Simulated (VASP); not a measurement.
DyBe2F2:

```
Dy Be F
1.0
     3.70532    0.00000    0.00000
     0.00000    3.70532    0.00000
     0.00000    0.00000    5.08750
Dy Be F
1 2 2
Direct
  0.00000 0.00000 0.00000
  0.50000 0.50000 0.80279
  0.50000 0.50000 0.19721
  0.50000 0.00000 0.50000
  0.00000 0.50000 0.50000
```

The cell was generated, and may not be a known phase.

* Program: VASP 6.6.1
* Task: relaxation of cell and atoms
* Functional: PBE
* Potentials or basis: VASP PAW PBE potentials, release 64 (Dy_3, Be, F), 4f in core
* Cutoff: 600 eV
* k mesh: 6 × 6 × 4
* Occupations: gaussian, width 0.1 eV
* Spin: no spin polarisation

At the start: pressure -2.5 GPa; volume 13.97 Å³/atom.

Problem. Where does the relaxation end?

Solution. Over 6 steps the energy falls by 196.9 meV/atom and the volume is 13.06 Å³/atom (-6.5 %); space group P4/mmm (No. 123, to 0.1 Å) before and after.

The path:
| step | energy change (eV) | largest force (eV/Å) | pressure (GPa) | volume (Å³) |
| --- | --- | --- | --- | --- |
| 1 | 0.0000 | 1.1472 | -2.52 | 69.85 |
| 2 | -0.7461 | 0.4308 | -1.48 | 67.37 |
| 3 | -0.9684 | 0.3666 | 0.31 | 65.20 |
| 4 | -0.9747 | 0.4006 | 0.91 | 64.69 |
| 5 | -0.9842 | 0.0733 | -0.10 | 65.45 |
| 6 | -0.9846 | 0.0002 | 0.06 | 65.32 |

Final structure:
```cif
data_structure
_symmetry_space_group_name_H-M 'P 1'
_symmetry_Int_Tables_number 1
_cell_length_a 3.8975
_cell_length_b 3.8975
_cell_length_c 4.3000
_cell_angle_alpha 90.000
_cell_angle_beta 90.000
_cell_angle_gamma 90.000
_cell_volume 65.32
loop_
_atom_site_label
_atom_site_type_symbol
_atom_site_fract_x
_atom_site_fract_y
_atom_site_fract_z
_atom_site_occupancy
Dy1 Dy 0.00000 0.00000 0.00000 1
Be1 Be 0.50000 0.50000 0.77642 1
Be2 Be 0.50000 0.50000 0.22358 1
F1 F 0.50000 0.00000 0.50000 1
F2 F 0.00000 0.50000 0.50000 1
```

Caveat: a cell axis changed by over 15 % at a fixed basis, so the end point is rough; an odd number of electrons without spin polarisation forces a metal; a magnetic or distorted state may lie lower; the run has no spin polarisation, though such a crystal can be magnetic.
